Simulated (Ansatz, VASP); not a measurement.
**Two plane-wave programs on InO**

INCAR

```
  ALGO = Normal
  EDIFF = 1E-7
  ENCUT = 520
  GGA = PS
  ISIF = 2
  ISMEAR = 0
  IVDW = 12
  LASPH = True
  LCHARG = False
  LREAL = False
  LWAVE = False
  NBANDS = 27
  NELM = 60
  PREC = Accurate
  SIGMA = 0.03
```

KPOINTS

```
k-points
0
Gamma
  12 12 4
```

POSCAR

```
InO
1.0
    3.5009294590      0.0000000000      0.0000000000
   -1.7504647295      3.0318938484      0.0000000000
    0.0000000000      0.0000000000     15.4508366886
In O
2 2
Direct
    0.6666666667      0.3333333333      0.5900210000
    0.6666666667      0.3333333333      0.4099790000
    0.0000000000      0.0000000000      0.6398670000
    0.0000000000      0.0000000000      0.3601330000
```

Input for Ansatz:

```yaml
crystal:
  lattice:
    - [3.500929459, 0.0, 0.0]
    - [-1.7504647295, 3.0318938484, 0.0]
    - [0.0, 0.0, 15.4508366886]
  atoms:
    - { symbol: In, position: [0.6666666667, 0.3333333333, 0.590021] }
    - { symbol: In, position: [0.6666666667, 0.3333333333, 0.409979] }
    - { symbol: O, position: [0.0, 0.0, 0.639867] }
    - { symbol: O, position: [0.0, 0.0, 0.360133] }
basis:
  ecutwfc: 420
kpoints:
  mp_grid: { grid: [12, 12, 4] }
hamiltonian:
  xc: pbesol
  dispersion: d3bj
scf:
  occupations: { method: gaussian, width: 0.03 }
output:
  forces: true
  stress: true
  eigenvalues: true
  write_density: true
  write_potential: true
  elf: true
  volumetric_format: npy
```

Alike in both runs: task single point; functional PBEsol; dispersion D3(BJ); k mesh 12 × 12 × 4; occupations gaussian, width 0.03 eV; no spin polarisation.

```csv
,VASP,Ansatz
version,VASP 6.6.1,Ansatz 0.2.0
potentials or method,"VASP PAW PBE potentials, release 64 (In_d, O), cutoff 520 eV","scalar-relativistic, plane waves, PAW"
valence electrons in the cell,38,38
```

VASP gave:

| Quantity | Value |
| --- | --- |
| gap on the k mesh at the Fermi level (eV) | 0.40 |
| least direct gap on the mesh (eV) | 0.98 |
| rms of the force components (eV/Å) | 0.211 |

Problem. What did Ansatz give for the same quantities?

Solution. gap on the k mesh at the Fermi level (eV): 0.42; least direct gap on the mesh (eV): 0.99; rms of the force components (eV/Å): 0.229.

VASP's potentials were made for PBE, not for PBEsol. Atom by atom the forces differ by 0.019 eV/Å (rms over components). Ansatz's warnings: xc potential rough in thin density.
